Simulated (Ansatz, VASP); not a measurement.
# Co in VASP and in Ansatz

Contents of INCAR:

```
  PREC = Accurate
  ENCUT = 600
  EDIFF = 1E-6
  ISMEAR = -1
  SIGMA = 0.1
  LREAL = F
  LASPH = T
  NELM = 150
  ALGO = Normal
  ISIF = 3
  LWAVE = F
  LCHARG = F
  ISPIN = 2
  MAGMOM = 2.5 2.5
  LORBIT = 11
  LMAXMIX = 4
  GGA = RE
  IVDW = 12
  IBRION = 2
  NSW = 80
  EDIFFG = -0.01
```

The input KPOINTS:

```
regular mesh
0
Gamma
  12 12 7
```

Contents of POSCAR:

```
Co
1.0
    2.5074000000      0.0000000000      0.0000000000
   -1.2537000000      2.1714700000      0.0000000000
    0.0000000000      0.0000000000      4.0699000000
Co
2
Direct
    0.3333333333      0.6666666667      0.2500000000
    0.6666666667      0.3333333333      0.7500000000
```

Input for Ansatz:

```yaml
crystal:
  lattice:
    - [2.5074, 0.0, 0.0]
    - [-1.2537, 2.17147, 0.0]
    - [0.0, 0.0, 4.0699]
  atoms:
    - { symbol: Co, position: [0.3333333333333333, 0.6666666666666666, 0.25] }
    - { symbol: Co, position: [0.6666666666666666, 0.3333333333333333, 0.75] }
kpoints:
  mp_grid:
    grid: [12, 12, 7]
hamiltonian:
  xc: revpbe
  dispersion: d3bj
magnetization:
  spin_polarized: true
  per_species:
    Co: 2.5
scf:
  occupations:
    method: fermi_dirac
    width: 0.1
relax:
  cell: {}
```

Alike in both runs: task relaxation of cell and atoms; functional revPBE; dispersion D3(BJ); k mesh 12 × 12 × 7; occupations fermi-dirac, width 0.1 eV; collinear spin.

```csv
,VASP,Ansatz
version,VASP 6.6.1,Ansatz 0.2.0
potentials or method,"VASP PAW PBE potentials, release 64 (Co)","plane waves, PAW"
plane-wave cutoff (eV),600,420
valence electrons in the cell,18,34
```

VASP gave:

| Item | Value |
| --- | --- |
| net moment per atom (μB) | 1.58 |
| size of the moment on the site where the two differ most (μB) | 1.59 |
| relaxed volume (Å³/atom) | 10.42 |
| relaxed cell length with the largest relative difference (Å) | 3.975 |

Problem. Which values does Ansatz return?

Solution. net moment per atom (μB): 1.59; size of the moment on the site where the two differ most (μB): 1.67; relaxed volume (Å³/atom): 10.47; relaxed cell length with the largest relative difference (Å): 3.982.

VASP's potentials were made for PBE, not for revPBE. Site moments also hang on the region over which each program counts them. VASP's potentials hold 18 valence electrons a cell and Ansatz's 34, so a difference there can come from the potentials and not from the codes.
